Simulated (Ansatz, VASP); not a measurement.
## C: VASP beside Ansatz

```
CELL_PARAMETERS angstrom
0.00000 1.76573 1.76573
1.76573 0.00000 1.76573
1.76573 1.76573 0.00000
ATOMIC_POSITIONS crystal
C 0.50000 0.50000 0.50000
C 0.75000 0.75000 0.75000
```

Alike in both runs: task single point; functional LDA; k mesh 12 × 12 × 12; occupations gaussian, width 0.02 eV; no spin polarisation.

|  | VASP | Ansatz |
| --- | --- | --- |
| version | VASP 6.6.1 | Ansatz 0.2.0 |
| potentials or method | VASP PAW LDA potentials, release 64 (C_h), cutoff 910 eV | scalar-relativistic, plane waves, PAW |
| valence electrons in the cell | 8 | 8 |

|  | VASP | Ansatz | Ansatz less VASP |
| --- | --- | --- | --- |
| gap on the k mesh at the Fermi level (eV) | 4.20 | 4.20 | +0.002 |
| least direct gap on the mesh (eV) | 5.63 | 5.62 | -0.004 |

Ansatz warns that its potentials were made for another functional, while VASP's fit it. LDA's correlation is that of Perdew and Zunger in VASP and of Perdew and Wang (1992) in Ansatz.

Noted on VASP's run: the cutoff is under 1.25 times that of the potentials, so the pressure is a little rough.
